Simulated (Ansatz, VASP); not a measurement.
**Rb4P: VASP beside Ansatz**

Contents of INCAR:

```
ALGO = Normal
EDIFF = 1E-7
EDIFFG = -0.01
ENCUT = 600
GGA = PE
IBRION = 2
ISIF = 3
ISMEAR = 0
LASPH = True
LCHARG = False
LREAL = False
LWAVE = False
NELM = 100
NSW = 100
PREC = Accurate
SIGMA = 0.1
```

The input KPOINTS:

```
k-points
0
Gamma
  6 6 4
```

POSCAR

```
Rb4P
1.0
    5.8658525512      0.0000000000      0.0000000000
    0.0000000000      5.8658525512      0.0000000000
    0.0000000000      0.0000000000      8.7727177049
Rb P
4 1
Direct
    0.5000000000      0.0000000000      0.2157107253
    0.0000000000      0.5000000000      0.7842892747
    0.5000000000      0.0000000000      0.7842892747
    0.0000000000      0.5000000000      0.2157107253
    0.0000000000      0.0000000000      0.0000000000
```

Input for Ansatz:

```yaml
crystal:
  lattice:
    - [5.8658525512, 0.0, 0.0]
    - [0.0, 5.8658525512, 0.0]
    - [0.0, 0.0, 8.7727177049]
  atoms:
    - { symbol: Rb, position: [0.5, 0.0, 0.2157107253] }
    - { symbol: Rb, position: [0.0, 0.5, 0.7842892747] }
    - { symbol: Rb, position: [0.5, 0.0, 0.7842892747] }
    - { symbol: Rb, position: [0.0, 0.5, 0.2157107253] }
    - { symbol: P, position: [0.0, 0.0, 0.0] }
basis:
  ecutwfc: 420
kpoints:
  mp_grid: { grid: [6, 6, 4] }
hamiltonian:
  xc: pbe
scf:
  occupations: { method: gaussian, width: 0.1 }
output:
  forces: true
  stress: true
  eigenvalues: true
relax:
  adjacent_minimum: "off"
  f_tol: 0.01
  max_steps: 80
  cell: { stress_tol: 0.05 }
```

Change from the starting cell: ordered vacancies on the anion sites of antifluorite (P4/mmm, No. 123).

Alike in both runs: task relaxation of cell and atoms; functional PBE; k mesh 6 × 6 × 4; occupations gaussian, width 0.1 eV; no spin polarisation.

|  | VASP | Ansatz |
| --- | --- | --- |
| version | VASP 6.6.1 | Ansatz 0.2.0 |
| potentials or method | VASP PAW PBE potentials, release 64 (Rb_sv, P), cutoff 600 eV | scalar-relativistic, plane waves, PAW |
| valence electrons in the cell | 41 | 41 |

|  | VASP | Ansatz | Ansatz less VASP |
| --- | --- | --- | --- |
| gap on the k mesh at the Fermi level, each at its own relaxed structure (eV) | none | none | - |
| relaxed volume (Å³/atom) | 60.65 | 60.37 | -0.276 |
| relaxed length of the cell vector where the two differ most in proportion (Å) | 8.792 | 8.773 | -0.0194 |

A gap of «none» marks a metal or a gap that the smearing closes.
